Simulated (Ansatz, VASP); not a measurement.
## Al: VASP beside Ansatz

```
Al
1.0
    -1.23681    1.62839    1.62839
     1.62839   -1.23681    1.62839
     1.62839    1.62839   -1.23681
Al
1
Direct
  0.00000 0.00000 0.00000
```

Alike in both runs: task single point; functional PBEsol; k mesh 28 × 28 × 28; occupations gaussian, width 0.15 eV; no spin polarisation.

```csv
,VASP,Ansatz
version,VASP 6.6.1,Ansatz 0.2.0
potentials or method,"VASP PAW PBE potentials, release 64 (Al), cutoff 520 eV","scalar-relativistic, plane waves, PAW"
valence electrons in the cell,3,3
```

VASP gave:

* gap on the k mesh at the Fermi level (eV): none
* pressure (GPa): 8.6
* traceless stress, the component that is largest in VASP (GPa): -4.33

Which values does Ansatz return?

gap on the k mesh at the Fermi level (eV): none; pressure (GPa): 8.5; traceless stress, the component that is largest in VASP (GPa): -4.30.

VASP's potentials were made for PBE, not for PBEsol. A gap of «none» marks a metal or a gap that the smearing closes.
